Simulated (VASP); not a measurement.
# F2 in VASP: a series of runs

F2 is run at these levels: LDA; tasks: single point, relaxation of the atoms.

All numbers are computed with VASP 6.6.1; they aren't measurements. Logs are shortened: lines on timing, memory, paths and dates and some standing lists are left out, and cuts for length are marked.

**1. The cell of the first run**

The cell holds a molecule in a box, 2 atoms: a = 9.000 Å, b = 9.500 Å, c = 10.000 Å, α = 90.00°, β = 90.00°, γ = 90.00°.

**2. Single point, LDA**

INCAR reads:

```
PREC = Accurate ; ENCUT = 520
EDIFF = 1E-6 ; ISMEAR = 0
SIGMA = 0.05 ; LREAL = False
LASPH = True ; NELM = 60
ALGO = Normal ; ISIF = 2
LWAVE = False ; LCHARG = True
LELF = True ; LVHAR = True
NBANDS = 14
```

KPOINTS reads:

```
regular mesh
0
Gamma
  1 1 1
```

POSCAR reads:

```
F
1.0
    9.0000000000      0.0000000000      0.0000000000
    0.0000000000      9.5000000000      0.0000000000
    0.0000000000      0.0000000000     10.0000000000
F
2
Direct
    0.5000000000      0.5000000000      0.4307971897
    0.5000000000      0.5000000000      0.5692028103
```

Potentials or basis: VASP PAW LDA potentials, release 64 (F).

Launch:

```bash
> cat potpaw_LDA.64/F/POTCAR > POTCAR
> mpirun -np 1 vasp_gam > vasp.out
```

OUTCAR:

```text
PREC = Accurate
   ENCUT = 520
   EDIFF = 1E-6
   ISMEAR = 0
   LREAL = False
   LASPH = True
   NELM = 60
   ISIF = 2

 ion  position               nearest neighbor table
   1  0.500  0.500  0.431-   2 1.38
   2  0.500  0.500  0.569-   1 1.38

  LATTYP: Found a simple orthorhombic cell.
 ALAT       =     9.0000000000
 B/A-ratio  =     1.0555555556
 C/A-ratio  =     1.1111111111

  Lattice vectors:

 A1 = (   9.0000000000,   0.0000000000,   0.0000000000)
 A2 = (   0.0000000000,   9.5000000000,   0.0000000000)
 A3 = (   0.0000000000,   0.0000000000,  10.0000000000)

Analysis of symmetry for initial positions (statically):
=====================================================================
 Subroutine PRICEL returns:
 Original cell was already a primitive cell.

 Routine SETGRP: Setting up the symmetry group for a
 simple orthorhombic supercell.

 Subroutine GETGRP returns: Found  8 space group operations
 (whereof  8 operations were pure point group operations)
 out of a pool of  8 trial point group operations.

The static configuration has the point symmetry D_2h.

Analysis of symmetry for dynamics (positions and initial velocities):
=====================================================================
 Subroutine PRICEL returns:
 Original cell was already a primitive cell.

 Routine SETGRP: Setting up the symmetry group for a
 simple orthorhombic supercell.

 Subroutine GETGRP returns: Found  8 space group operations
 (whereof  8 operations were pure point group operations)
 out of a pool of  8 trial point group operations.

The dynamic configuration has the point symmetry D_2h.

 Subroutine INISYM returns: Found  8 space group operations
 (whereof  8 operations are pure point group operations),
 and found     1 'primitive' translations

----------------------------------------------------------------------------------------

                                     Primitive cell

  volume of cell :     855.0000

  direct lattice vectors                    reciprocal lattice vectors
     9.000000000  0.000000000  0.000000000     0.111111111  0.000000000  0.000000000
     0.000000000  9.500000000  0.000000000     0.000000000  0.105263158  0.000000000
     0.000000000  0.000000000 10.000000000     0.000000000  0.000000000  0.100000000

  length of vectors
     9.000000000  9.500000000 10.000000000     0.111111111  0.105263158  0.100000000

  position of ions in fractional coordinates (direct lattice)
     0.500000000  0.500000000  0.430797190
     0.500000000  0.500000000  0.569202810

  ion indices of the primitive-cell ions
   primitive index   ion index
                 1           1
                 2           2

----------------------------------------------------------------------------------------

 KPOINTS: regular mesh

Automatic generation of k-mesh.
 Grid dimensions read from file:
 generate k-points for:    1    1    1

 Generating k-lattice:

  Cartesian coordinates                     Fractional coordinates (reciprocal lattice)
     0.111111111  0.000000000  0.000000000     1.000000000  0.000000000  0.000000000
     0.000000000  0.105263158  0.000000000     0.000000000  1.000000000  0.000000000
     0.000000000  0.000000000  0.100000000     0.000000000  0.000000000  1.000000000

  Length of vectors
     0.111111111  0.105263158  0.100000000

  Shift w.r.t. Gamma in fractional coordinates (k-lattice)
     0.000000000  0.000000000  0.000000000

 Subroutine IBZKPT returns following result:
 ===========================================

 Found      1 irreducible k-points:

 Following reciprocal coordinates:
            Coordinates               Weight
  0.000000  0.000000  0.000000      1.000000
   k-points           NKPTS =      1   k-points in BZ     NKDIM =      1   number of bands    NBANDS=     14
   number of dos      NEDOS =    301   number of ions     NIONS =      2
   total plane-waves  NPLWV = 403200
   dimension x,y,z NGX =    70 NGY =   72 NGZ =   80
   dimension x,y,z NGXF=   140 NGYF=  144 NGZF=  160
   ions per type =               2
   NGX,Y,Z   is equivalent  to a cutoff of  12.93, 12.60, 13.30 a.u.
   NGXF,Y,Z  is equivalent  to a cutoff of  25.86, 25.20, 26.60 a.u.
 SYSTEM =  unknown system
   PREC   = accura    normal or accurate (medium, high low for compatibility)
   ISTART =      0    job   : 0-new  1-cont  2-samecut
   ICHARG =      2    charge: 1-file 2-atom 10-const
   ISPIN  =      1    spin polarized calculation?
   LNONCOLLINEAR =      F non collinear calculations
   LSORBIT =      F    spin-orbit coupling
   LASPH  =      T    aspherical Exc in radial PAW
   ENCUT  =  520.0 eV  38.22 Ry    6.18 a.u.  16.73 17.66 18.59*2*pi/ulx,y,z
   NELM   =     60;   NELMIN=  2; NELMDL= -5     # of ELM steps
   EDIFF  = 0.1E-05   stopping-criterion for ELM
   LREAL  =      F    real-space projection
   EDIFFG = 0.1E-04   stopping-criterion for IOM
   NSW    =      0    number of steps for IOM
   IBRION =     -1    ionic relax: 0-MD 1-quasi-New 2-CG
   NFREE  =      0    steps in history (QN), initial steepest desc. (CG)
   ISIF   =      2    stress and relaxation
   ISYM   =      2    0-nonsym 1-usesym 2-fastsym
   POTIM  = 0.5000    time-step for ionic-motion
   TEBEG  =    0.0;   TEEND  =   0.0 temperature during run
   PSTRESS=    0.0 pullay stress
   NELECT =      14.0000    total number of electrons
   NUPDOWN=      -1.0000    fix difference up-down
   EMIN   =  10.00;   EMAX   =-10.00  energy-range for DOS
   EFERMI =   0.00;   METHOD = LEGACY
   ISMEAR =     0;   SIGMA  =   0.05  broadening in eV -4-tet -1-fermi 0-gaus
   EFERMI_NEDOS =   21; number of points for ismear=-14 and -15
   IALGO  =     38    algorithm
   IMIX   =      4    mixing-type and parameters
     AMIX     =   0.40;   BMIX     =  1.00
     AMIX_MAG =   1.60;   BMIX_MAG =  1.00
  volume/ion in A,a.u.               =     427.50      2884.91
  Fermi-wavevector in a.u.,A,eV,Ry     =   0.415715  0.785587  2.351342  0.172819
  Thomas-Fermi vector in A             =   1.374838
   LORBIT       =      0    0 simple, 1 ext, 2 COOP (PROOUT), +10 PAW based schemes
   GGA     = CA    functional components
   LHFCALC =     F    Hartree Fock is set to
   AEXX    =    0.0000 exact exchange contribution
   IVDW    =     0    specifies the selected vdW correction
   LEPSILON=     F    determine dielectric tensor
   LRPA    =     F    only Hartree local field effects (RPA)
 non-spin polarized calculation
 Gauss-broadening in eV      SIGMA  =   0.05
  energy-cutoff  :      520.00
  volume of cell :      855.00
 maximum number of plane-waves:     11510
 NGX is ok and might be reduce to    70
   NGX = 33   NGY = 35   NGZ = 37

 number of electron      13.9999997 magnetization

 Free energy of the ion-electron system (eV)
  ---------------------------------------------------
  ext. energy  EPLUGINS =         0.00000000
  ---------------------------------------------------
  free energy    TOTEN  =        -4.09934173 eV

  energy without entropy =       -4.09934173  energy(sigma->0) =       -4.09934173

 E-fermi :  -9.0866     XC(G=0):  -0.5902

 val. band max:       -9.3591918819   @ k =   0.0000   0.0000   0.0000
 cond. band min:      -5.6568854415   @ k =   0.0000   0.0000   0.0000
 fundamental gap:      3.7023064403
 Fermi energy:        -9.0866370816

 k-point     1 :       0.0000    0.0000    0.0000
  band No.  band energies     occupation
      1     -34.2380      2.00000
      2     -27.1259      2.00000
      3     -15.6946      2.00000
      4     -13.0762      2.00000
      5     -13.0762      2.00000
      6      -9.3592      2.00000
      7      -9.3592      2.00000
      8      -5.6569      0.00000
      9      -0.2496      0.00000
     10       1.2617      0.00000
     11       1.2679      0.00000
     12       1.4146      0.00000
     13       1.5564      0.00000
     14       1.5838      0.00000

------------------------ aborting loop because EDIFF is reached ----------------------------------------

  FORCE on cell =-STRESS in cart. coord.  units (eV):
  Direction    XX          YY          ZZ          XY          YZ          ZX
  --------------------------------------------------------------------------------------
  -------------------------------------------------------------------------------------
  Total       -0.1103486     -0.1086194      0.7397316      0.0000000      0.0000000      0.0000000
  in kB       -0.2067814     -0.2035410      1.3861769      0.0000000      0.0000000      0.0000000
  external PRESSURE =       0.3252848 kB  Pullay stress =       0.0000000 kB

 VOLUME and BASIS-vectors are now :
 -----------------------------------------------------------------------------
  energy-cutoff  :      520.00
  volume of cell :      855.00
      direct lattice vectors                 reciprocal lattice vectors
     9.000000000  0.000000000  0.000000000     0.111111111  0.000000000  0.000000000
     0.000000000  9.500000000  0.000000000     0.000000000  0.105263158  0.000000000
     0.000000000  0.000000000 10.000000000     0.000000000  0.000000000  0.100000000

 POSITION                                       TOTAL-FORCE (eV/Angst)
 -----------------------------------------------------------------------------------
      4.50000      4.75000      4.30797         0.000000      0.000000     -0.604208
      4.50000      4.75000      5.69203         0.000000      0.000000      0.604208
 -----------------------------------------------------------------------------------
    total drift:                                0.000000      0.000000      0.000000

  FREE ENERGIE OF THE ION-ELECTRON SYSTEM (eV)
  ---------------------------------------------------
  free  energy   TOTEN  =        -4.0993417299 eV

  energy  without entropy=       -4.0993417299  energy(sigma->0) =       -4.09934173
```

It took 19 s on 1 thread of AMD EPYC 9R45 (Zen 5), shared host; peak memory 0.45 GiB.

What came out:

```
Free energy                     : -4.0993 eV
Largest force                   : 0.604 eV/Å
Gap between the frontier levels : 3.70 eV
```

Forces in eV/Å, atoms in the order of the input:
```
F    0.000  0.000 -0.604
F    0.000  0.000  0.604
```

Levels at points of the mesh, in eV from the valence-band top:
```csv
k point,band 5,band 6,band 7,band 8,band 9,band 10
"(0.00, 0.00, 0.00)",-3.72,0.00,0.00,3.70,9.11,10.62
```

(Part 1 of 2 ends here.)
